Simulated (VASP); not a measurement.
Write the native input for VASP 6.6.1 that does the following.

```
Task                   : single point
Functional             : BLYP
Dispersion             : D3(BJ)
Potentials or basis    : VASP PAW PBE potentials, release 64 (Rh_pv)
Cutoff                 : 520 eV
k mesh                 : 11 × 11 × 3
Occupations            : methfessel-paxton, width 0.1 eV
Spin                   : no spin polarisation
Dipole correction      : no
Further INCAR settings : ALGO = Normal; EDIFF = 1e-07; NBANDS = 38
```

The structure of Rh lies in POSCAR:

```
Rh
1.0
    2.6988580059      0.0000000000      0.0000000000
   -1.3494290030      2.3372795944      0.0000000000
    0.0000000000      0.0000000000      8.7746874284
Rh
4
Direct
    0.0000000000      0.0000000000      0.0000000000
    0.3333333333      0.6666666667      0.2500000000
    0.0000000000      0.0000000000      0.5000000000
    0.6666666667      0.3333333333      0.7500000000
```

This isn't the form of Rh at room conditions, which is fcc.

The input as run:

INCAR

```
SYSTEM = Rh
PREC     = Accurate       ! precision mode
ENCUT    = 520            ! plane-wave cutoff, eV
EDIFF    = 1E-7           ! SCF threshold, eV
ISMEAR   = 1              ! smearing method
SIGMA    = 0.1            ! smearing width, eV
LREAL    = .FALSE.        ! projectors in reciprocal space
LASPH    = .TRUE.         ! aspherical terms in the spheres
NELM     = 80             ! most SCF steps
ALGO     = Normal         ! electronic algorithm
ISIF     = 2              ! what is computed and relaxed
LWAVE    = .FALSE.        ! write WAVECAR
LCHARG   = .TRUE.         ! write CHGCAR
GGA      = B5             ! functional
ALDAX    = 1.0          
AGGAX    = 1.0          
AGGAC    = 1.0          
ALDAC    = 0.0          
IVDW     = 12             ! dispersion correction
VDW_S6   = 1.0          
VDW_S8   = 2.6996       
VDW_A1   = 0.4298       
VDW_A2   = 4.2359       
LELF     = .TRUE.         ! ELF
LVHAR    = .TRUE.       
NBANDS   = 38             ! bands
```

KPOINTS

```
Automatic mesh
0
G
  11 11 3
  0 0 0
```

Potentials or basis: VASP PAW PBE potentials, release 64 (Rh_pv).

The run is started by

```console
$ cat potpaw_PBE.64/Rh_pv/POTCAR > POTCAR
$ mpirun -np 1 vasp_std > vasp.out
```

Results of the run:

The pressure is 0.7 GPa, the band gap on the k mesh is zero (bands 30 and 31 overlap by 1.65 eV) and the dispersion energy per atom is -1.484 eV.

Caveat: the dispersion term is far too large for a dense solid, which distorts pressure and volume; the PAW data sets were made with another functional, which shifts forces and pressure a little.

Wall time 3.2 min on 1 thread of Intel Xeon 8259CL, with other jobs on the host, peak memory 0.21 GiB.
